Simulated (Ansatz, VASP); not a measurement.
**One calculation of AlRu, two programs**

Contents of INCAR:

```
SYSTEM = AlRu
  PREC = Accurate
  ENCUT = 520
  EDIFF = 1E-7
  ISMEAR = -1
  SIGMA = 0.05
  LREAL = .FALSE.
  LASPH = .TRUE.
  NELM = 80
  ALGO = Normal
  ISIF = 2
  LWAVE = .FALSE.
  LCHARG = .TRUE.
  GGA = CA
  LELF = .TRUE.
  LVHAR = .TRUE.
  NBANDS = 16
```

File KPOINTS:

```
Automatic mesh
0
G
  14 14 14
  0 0 0
```

Contents of POSCAR:

```
AlRu
1.0
    0.0000000000      2.1069446902      2.1069446902
    2.1069446902      0.0000000000      2.1069446902
    2.1069446902      2.1069446902      0.0000000000
Ru Al
1 1
Direct
    0.0000000000      0.0000000000      0.0000000000
    0.5000000000      0.5000000000      0.5000000000
```

Input for Ansatz:

```yaml
crystal:
  lattice:
    - [0.0, 2.1069446902, 2.1069446902]
    - [2.1069446902, 0.0, 2.1069446902]
    - [2.1069446902, 2.1069446902, 0.0]
  atoms:
    - { symbol: Ru, position: [0.0, 0.0, 0.0] }
    - { symbol: Al, position: [0.5, 0.5, 0.5] }
kpoints:
  mp_grid: { grid: [14, 14, 14] }
scf:
  occupations: { method: fermi_dirac, width: 0.05 }
hamiltonian:
  xc: lda
  pseudopotentials: { kind: paw }
output:
  forces: true
  stress: true
  eigenvalues: true
  populations: true
  write_density: true
  write_potential: true
  elf: true
  volumetric_format: npy
```

Change from the starting cell: volume scaled by 0.64, PAW files.

Alike in both runs: task single point; functional LDA; k mesh 14 × 14 × 14; occupations fermi-dirac, width 0.05 eV; no spin polarisation.

|  | VASP | Ansatz |
| --- | --- | --- |
| version | VASP 6.6.1 | Ansatz 0.2.0 |
| potentials or method | VASP PAW LDA potentials, release 64 (Ru_pv, Al) | PAW with Ansatz's default frozen-core files, scalar-relativistic |
| plane-wave cutoff (eV) | 520 | 420 |
| valence electrons in the cell | 17 | 19 |

VASP gave:

- pressure (GPa): 190.8

**Question.** Which values does Ansatz return?

**Answer.** Pressure (GPa): 187.1.

LDA's correlation is that of Perdew and Zunger in VASP and of Perdew and Wang (1992) in Ansatz. Both programs put the cell under a high pressure, so it lies far from rest at this level. VASP's potentials hold 17 valence electrons a cell and Ansatz's 19, so a difference there can come from the potentials and not from the codes.

Noted on VASP's run: the cell as given lies far from equilibrium.
